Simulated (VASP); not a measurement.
# GaSb (I-4m2) in VASP: notebook

GaSb is run at these levels: r2SCAN; tasks: single point.

All numbers are computed with VASP 6.6.1; they aren't measurements. Logs are shortened: lines on timing, memory, paths and dates and some standing lists are left out, and cuts for length are marked.

## (1) The cell of the first run

The structure is tetragonal, space group I-4m2 (No. 119). The conventional cell has a = 4.218 Å, b = 4.218 Å, c = 5.812 Å, α = 90.00°, β = 90.00°, γ = 90.00°. Within 3.4 Å of Ga (site symmetry -4m2) lie 4 Sb at 2.56 Å. Within 3.4 Å of Sb (site symmetry -4m2) lie 4 Ga at 2.56 Å.

## (2) Single point, r2SCAN (strain -0.025 along x and y, -0.050 along z)

Contents of POSCAR:

```
GaSb
1.0
    0.0000000000      2.9825250000      2.9060500000
    2.9825250000      0.0000000000      2.9060500000
    2.9825250000      2.9825250000      0.0000000000
Ga Sb
1 1
Direct
    0.0000000000      0.0000000000      0.0000000000
    0.7500000000      0.7500000000      0.7500000000
```

Contents of INCAR.step1:

```
SYSTEM = GaSb
ALGO     = Normal         ! electronic algorithm
EDIFF    = 1E-4           ! SCF threshold, eV
ENCUT    = 520            ! plane-wave cutoff, eV
GGA      = PE             ! functional
ISMEAR   = 0              ! smearing method
LASPH    = .TRUE.         ! aspherical terms in the spheres
LCHARG   = .FALSE.        ! write CHGCAR
LREAL    = .FALSE.        ! projectors in reciprocal space
LWAVE    = .TRUE.         ! write WAVECAR
NBANDS   = 16             ! bands
NELM     = 100            ! most SCF steps
PREC     = Accurate       ! precision mode
SIGMA    = 0.05           ! smearing width, eV
```

Contents of INCAR.step2:

```
SYSTEM = GaSb
ALGO     = Normal         ! electronic algorithm
EDIFF    = 1E-6           ! SCF threshold, eV
ENCUT    = 520            ! plane-wave cutoff, eV
ISIF     = 2              ! what is computed and relaxed
ISMEAR   = 0              ! smearing method
ISTART   = 1            
LASPH    = .TRUE.         ! aspherical terms in the spheres
LCHARG   = .FALSE.        ! write CHGCAR
LMIXTAU  = .TRUE.       
LREAL    = .FALSE.        ! projectors in reciprocal space
LWAVE    = .FALSE.        ! write WAVECAR
METAGGA  = R2SCAN         ! meta-GGA
NBANDS   = 16             ! bands
NELM     = 100            ! most SCF steps
PREC     = Accurate       ! precision mode
SIGMA    = 0.05           ! smearing width, eV
```

Contents of KPOINTS:

```
k-points
0
G
  10 10 10
  0 0 0
```

Potentials or basis: VASP PAW PBE potentials, release 64 (Ga_d, Sb).

On the command line:

```
$ cat potpaw_PBE.64/Ga_d/POTCAR potpaw_PBE.64/Sb/POTCAR > POTCAR
$ cp INCAR.step1 INCAR
$ mpirun -np 1 vasp_std > vasp.out
$ cp INCAR.step2 INCAR
$ mpirun -np 1 vasp_std > vasp.out
```

OUTCAR:

```text
SYSTEM = GaSb
   EDIFF = 1E-6
   ENCUT = 520
   ISIF = 2
   ISMEAR = 0
   ISTART = 1
   LASPH = .TRUE.
   LREAL = .FALSE.
   METAGGA = R2SCAN
   NELM = 100
   PREC = Accurate

 ion  position               nearest neighbor table
   1  0.000  0.000  0.000-   2 2.56   2 2.56   2 2.56   2 2.56
   2  0.750  0.750  0.750-   1 2.56   1 2.56   1 2.56   1 2.56

  LATTYP: Found a body centered tetragonal cell.
 ALAT       =     4.2179273051
 C/A-ratio  =     1.3779516762

  Lattice vectors:

 A1 = (   0.0000000000,  -2.9825250000,  -2.9060500000)
 A2 = (   0.0000000000,   2.9825250000,  -2.9060500000)
 A3 = (   2.9825250000,   0.0000000000,   2.9060500000)

Analysis of symmetry for initial positions (statically):
=====================================================================
 Subroutine PRICEL returns:
 Original cell was already a primitive cell.

 Routine SETGRP: Setting up the symmetry group for a
 body centered tetragonal supercell.

 Subroutine GETGRP returns: Found  8 space group operations
 (whereof  8 operations were pure point group operations)
 out of a pool of 16 trial point group operations.

The static configuration has the point symmetry D_2d.

Analysis of symmetry for dynamics (positions and initial velocities):
=====================================================================
 Subroutine PRICEL returns:
 Original cell was already a primitive cell.

 Routine SETGRP: Setting up the symmetry group for a
 body centered tetragonal supercell.

 Subroutine GETGRP returns: Found  8 space group operations
 (whereof  8 operations were pure point group operations)
 out of a pool of 16 trial point group operations.

The dynamic configuration has the point symmetry D_2d.

 Subroutine INISYM returns: Found  8 space group operations
 (whereof  8 operations are pure point group operations),
 and found     1 'primitive' translations

----------------------------------------------------------------------------------------

                                     Primitive cell

  volume of cell :      51.7013

  direct lattice vectors                    reciprocal lattice vectors
     0.000000000  2.982525000  2.906050000    -0.167643188  0.167643188  0.172054851
     2.982525000  0.000000000  2.906050000     0.167643188 -0.167643188  0.172054851
     2.982525000  2.982525000  0.000000000     0.167643188  0.167643188 -0.172054851

  length of vectors
     4.164202442  4.164202442  4.217927305     0.292935742  0.292935742  0.292935742

  position of ions in fractional coordinates (direct lattice)
     0.000000000  0.000000000  0.000000000
     0.750000000  0.750000000  0.750000000

  ion indices of the primitive-cell ions
   primitive index   ion index
                 1           1
                 2           2

----------------------------------------------------------------------------------------

 KPOINTS: k-points

Automatic generation of k-mesh.
 Grid dimensions read from file:
 generate k-points for:   10   10   10

 Generating k-lattice:

  Cartesian coordinates                     Fractional coordinates (reciprocal lattice)
    -0.016764319  0.016764319  0.017205485     0.100000000  0.000000000  0.000000000
     0.016764319 -0.016764319  0.017205485     0.000000000  0.100000000  0.000000000
     0.016764319  0.016764319 -0.017205485    -0.000000000 -0.000000000  0.100000000

  Length of vectors
     0.029293574  0.029293574  0.029293574

  Shift w.r.t. Gamma in fractional coordinates (k-lattice)
     0.000000000  0.000000000  0.000000000

 Subroutine IBZKPT returns following result:
 ===========================================

 Found    102 irreducible k-points:

 Following reciprocal coordinates:
            Coordinates               Weight
  0.000000  0.000000  0.000000      1.000000
  0.100000 -0.000000  0.000000      8.000000
  0.200000 -0.000000  0.000000      8.000000
  0.300000 -0.000000  0.000000      8.000000
  0.400000 -0.000000  0.000000      8.000000
  0.500000 -0.000000  0.000000      4.000000
[... 16 lines left out ...]
  0.300000  0.300000  0.000000      2.000000
  0.400000  0.300000  0.000000      8.000000
 [... further k-points ...]
   k-points           NKPTS =    102   k-points in BZ     NKDIM =    102   number of bands    NBANDS=     16
   number of dos      NEDOS =    301   number of ions     NIONS =      2
   total plane-waves  NPLWV =  32768
   dimension x,y,z NGX =    32 NGY =   32 NGZ =   32
   dimension x,y,z NGXF=    64 NGYF=   64 NGZF=   64
   ions per type =               1   1
   NGX,Y,Z   is equivalent  to a cutoff of  12.78, 12.78, 12.61 a.u.
   NGXF,Y,Z  is equivalent  to a cutoff of  25.55, 25.55, 25.23 a.u.
 SYSTEM =  GaSb
   PREC   = accura    normal or accurate (medium, high low for compatibility)
   ISTART =      1    job   : 0-new  1-cont  2-samecut
   ICHARG =      0    charge: 1-file 2-atom 10-const
   ISPIN  =      1    spin polarized calculation?
   LNONCOLLINEAR =      F non collinear calculations
   LSORBIT =      F    spin-orbit coupling
   LASPH  =      T    aspherical Exc in radial PAW
   ENCUT  =  520.0 eV  38.22 Ry    6.18 a.u.   7.74  7.74  7.84*2*pi/ulx,y,z
   NELM   =    100;   NELMIN=  2; NELMDL=  0     # of ELM steps
   EDIFF  = 0.1E-05   stopping-criterion for ELM
   LREAL  =      F    real-space projection
   EDIFFG = 0.1E-04   stopping-criterion for IOM
   NSW    =      0    number of steps for IOM
   IBRION =     -1    ionic relax: 0-MD 1-quasi-New 2-CG
   NFREE  =      0    steps in history (QN), initial steepest desc. (CG)
   ISIF   =      2    stress and relaxation
   ISYM   =      2    0-nonsym 1-usesym 2-fastsym
   POTIM  = 0.5000    time-step for ionic-motion
   TEBEG  =    0.0;   TEEND  =   0.0 temperature during run
   PSTRESS=    0.0 pullay stress
   NELECT =      18.0000    total number of electrons
   NUPDOWN=      -1.0000    fix difference up-down
   EMIN   =  10.00;   EMAX   =-10.00  energy-range for DOS
   EFERMI =   0.00;   METHOD = LEGACY
   ISMEAR =     0;   SIGMA  =   0.05  broadening in eV -4-tet -1-fermi 0-gaus
   EFERMI_NEDOS =   21; number of points for ismear=-14 and -15
   IALGO  =     38    algorithm
   IMIX   =      4    mixing-type and parameters
     AMIX     =   0.40;   BMIX     =  1.00
     AMIX_MAG =   1.60;   BMIX_MAG =  1.00
  volume/ion in A,a.u.               =      25.85       174.45
  Fermi-wavevector in a.u.,A,eV,Ry     =   1.151680  2.176360 18.046323  1.326367
  Thomas-Fermi vector in A             =   2.288336
   LORBIT       =      0    0 simple, 1 ext, 2 COOP (PROOUT), +10 PAW based schemes
   METAGGA = R2SCAN    functional components
   LHFCALC =     F    Hartree Fock is set to
   AEXX    =    0.0000 exact exchange contribution
   IVDW    =     0    specifies the selected vdW correction
   LEPSILON=     F    determine dielectric tensor
   LRPA    =     F    only Hartree local field effects (RPA)
 non-spin polarized calculation
 Gauss-broadening in eV      SIGMA  =   0.05
  energy-cutoff  :      520.00
  volume of cell :       51.70
 maximum number of plane-waves:      1411
   NGX = 15   NGY = 15   NGZ = 15

 number of electron      18.0000008 magnetization

 Free energy of the ion-electron system (eV)
  ---------------------------------------------------
  ext. energy  EPLUGINS =         0.00000000
  ---------------------------------------------------
  free energy    TOTEN  =       -37.47160458 eV

  energy without entropy =      -37.47160458  energy(sigma->0) =      -37.47160458

 E-fermi :   6.1775     XC(G=0): -10.2046

 val. band max:        5.9152028245   @ k =   0.0000   0.0000   0.0000
 cond. band min:       6.5599032182   @ k =   0.4000   0.4000   0.0000
 fundamental gap:      0.6447003936
 Fermi energy:         6.1775305574

 k-point     1 :       0.0000    0.0000    0.0000
  band No.  band energies     occupation
      1      -9.9305      2.00000
      2      -9.9304      2.00000
      3      -9.9276      2.00000
      4      -9.8545      2.00000
      5      -9.8528      2.00000
      6      -6.9176      2.00000
[... 8 lines left out ...]
     15      14.7677      0.00000
     16      15.2085      0.00000

 k-point     2 :       0.1000   -0.0000    0.0000
  band No.  band energies     occupation
      1      -9.9344      2.00000
      2      -9.9286      2.00000
      3      -9.9265      2.00000
      4      -9.8548      2.00000
      5      -9.8530      2.00000
      6      -6.7949      2.00000
[... 8 lines left out ...]
     15      14.1154      0.00000
     16      14.4286      0.00000

 k-point     3 :       0.2000   -0.0000    0.0000
  band No.  band energies     occupation
      1      -9.9461      2.00000
      2      -9.9239      2.00000
      3      -9.9221      2.00000
      4      -9.8554      2.00000
      5      -9.8532      2.00000
      6      -6.4363      2.00000
[... 8 lines left out ...]
     15      13.7308      0.00000
     16      13.9908      0.00000

 k-point     4 :       0.3000   -0.0000    0.0000
  band No.  band energies     occupation
      1      -9.9602      2.00000
      2      -9.9188      2.00000
      3      -9.9169      2.00000
      4      -9.8557      2.00000
      5      -9.8529      2.00000
      6      -5.8802      2.00000
[... 8 lines left out ...]
     15      14.2192      0.00000
     16      14.2511      0.00000
[... 324 lines left out ...]
 k-point    22 :      -0.2000    0.2000    0.0000
  band No.  band energies     occupation
      1      -9.9650      2.00000
      2      -9.9164      2.00000
      3      -9.9118      2.00000
      4      -9.8554      2.00000
      5      -9.8552      2.00000
      6      -5.6991      2.00000
[... 8 lines left out ...]
     15      15.7025      0.00000
     16      16.2006      0.00000

 k-point    23 :       0.3000    0.3000    0.0000
  band No.  band energies     occupation
      1      -9.9787      2.00000
      2      -9.9053      2.00000
      3      -9.9052      2.00000
      4      -9.8681      2.00000
      5      -9.8483      2.00000
      6      -5.4600      2.00000
[... 8 lines left out ...]
     15      16.0855      0.00000
     16      17.1781      0.00000

 k-point    24 :       0.4000    0.3000    0.0000
  band No.  band energies     occupation
      1      -9.9870      2.00000
      2      -9.9010      2.00000
      3      -9.9004      2.00000
      4      -9.8701      2.00000
      5      -9.8478      2.00000
      6      -4.9240      2.00000
[... 8 lines left out ...]
     15      16.9080      0.00000
     16      17.6143      0.00000

 [... further k-points ...]
[... 5 lines left out ...]
  --------------------------------------------------------------------------------------
  -------------------------------------------------------------------------------------
  Total        2.3249092      2.3249092      2.7269321      0.0000000      0.0000000      0.0000000
  in kB       72.0469034     72.0469034     84.5052419      0.0000000      0.0000000      0.0000000
  external PRESSURE =      76.1996829 kB  Pullay stress =       0.0000000 kB

 VOLUME and BASIS-vectors are now :
 -----------------------------------------------------------------------------
  energy-cutoff  :      520.00
  volume of cell :       51.70
      direct lattice vectors                 reciprocal lattice vectors
     0.000000000  2.982525000  2.906050000    -0.167643188  0.167643188  0.172054851
     2.982525000  0.000000000  2.906050000     0.167643188 -0.167643188  0.172054851
     2.982525000  2.982525000  0.000000000     0.167643188  0.167643188 -0.172054851

 POSITION                                       TOTAL-FORCE (eV/Angst)
 -----------------------------------------------------------------------------------
      0.00000      0.00000      0.00000         0.000000      0.000000      0.000000
      4.47379      4.47379      4.35907        -0.000000     -0.000000     -0.000000
 -----------------------------------------------------------------------------------
    total drift:                                0.000008      0.000008     -0.000013

  FREE ENERGIE OF THE ION-ELECTRON SYSTEM (eV)
  ---------------------------------------------------
  free  energy   TOTEN  =       -37.4716045782 eV

  energy  without entropy=      -37.4716045782  energy(sigma->0) =      -37.47160458
```

Wall time 2.3 min (1 thread of Intel Xeon Platinum 8259CL at 2.50GHz (Skylake/Cascade Lake), shared host); peak memory 0.25 GiB.

What came out:

- Free energy: -37.4716 eV
- Pressure: 7.6 GPa
- Band gap on the k mesh: 0.64 eV, indirect (least direct gap 1.14 eV)

Caveat: the cell differs from its parent crystal (strain -0.025 along x and y, -0.050 along z); the PAW data sets were made with another functional, which shifts forces and pressure a little; spin-orbit coupling is left out, which moves the levels of the heavy elements. A k mesh can miss the band edges.

(Part 1 of 2 ends here.)
